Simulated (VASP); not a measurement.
Crystal: Cu.

```
CELL_PARAMETERS angstrom
0.00000 1.80750 1.80750
1.80750 0.00000 1.80750
1.80750 1.80750 0.00000
ATOMIC_POSITIONS crystal
Cu 0.00000 0.00000 0.00000
```

```yaml
Program: VASP 6.6.1
Task: relaxation of cell and atoms
Functional: PBE
Dispersion: D4
Potentials_or_basis: VASP PAW PBE potentials, release 64 (Cu)
Cutoff: 600 eV
k_mesh: 13 × 13 × 13
Occupations: fermi-dirac, width 0.05 eV
Spin: no spin polarisation
```

At the start: pressure -4.8 GPa; volume 11.81 Å³/atom.

How do energy, volume and symmetry change on relaxing?

Over 3 steps the energy falls by 5.8 meV/atom and the volume is 11.44 Å³/atom (-3.2 %); space group Fm-3m (No. 225, to 0.05 Å).

The path:
| step | energy change (eV) | largest force (eV/Å) | pressure (GPa) | volume (Å³) |
| --- | --- | --- | --- | --- |
| 1 | 0.0000 | 0.0000 | -4.78 | 11.81 |
| 2 | -0.0036 | 0.0000 | 3.27 | 11.22 |
| 3 | -0.0058 | 0.0000 | 0.01 | 11.44 |

Final structure:
```cif
data_structure
_symmetry_space_group_name_H-M 'P 1'
_symmetry_Int_Tables_number 1
_cell_length_a 2.5289
_cell_length_b 2.5289
_cell_length_c 2.5289
_cell_angle_alpha 60.000
_cell_angle_beta 60.000
_cell_angle_gamma 60.000
_cell_volume 11.44
loop_
_atom_site_label
_atom_site_type_symbol
_atom_site_fract_x
_atom_site_fract_y
_atom_site_fract_z
_atom_site_occupancy
Cu1 Cu 0.00000 0.00000 0.00000 1
```

Caveat: pairwise dispersion overbinds metals, which lowers pressure and volume.
